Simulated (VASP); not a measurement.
C: single point with PBE

C:

```
C
1.0
     1.23328   -2.13604    0.00000
     1.23328    2.13604    0.00000
     0.00000    0.00000    8.70703
C
4
Direct
  0.14330 0.85670 0.77973
  0.52336 0.47664 0.22027
  0.85670 0.14330 0.22027
  0.47664 0.52336 0.77973
```

| Quantity | Value |
| --- | --- |
| Program | VASP 6.6.1 |
| Task | single point |
| Functional | PBE |
| Potentials or basis | VASP PAW PBE potentials, release 64 (C) |
| Cutoff | 520 eV |
| k mesh | 18 × 18 × 6 |
| Occupations | gaussian, width 0.15 eV |
| Spin | no spin polarisation |
| Dipole correction | no |
| Further INCAR settings | ALGO = Normal; EDIFF = 1e-06; NBANDS = 16 |

```yaml
Pressure: 0.4 GPa
Largest_force: 0.013 eV/Å
```

Forces on the atoms (eV/Å):
```
C    0.000  0.000 -0.013
C    0.000  0.001  0.008
C    0.000  0.000  0.013
C    0.000 -0.001 -0.008
```

Stress tensor (GPa, compression positive):
```
0.52 0.00 0.00
0.00 0.52 0.01
0.00 0.01 0.14
```

It took 5.7 min on 1 thread of Intel(R) Xeon(R) 6975P-C (Granite Rapids), with other jobs on the host, peak memory 0.36 GiB.

Caveat: this functional lacks dispersion, which binds layers or chains, so the pressure and a relaxed spacing across them are unreliable.
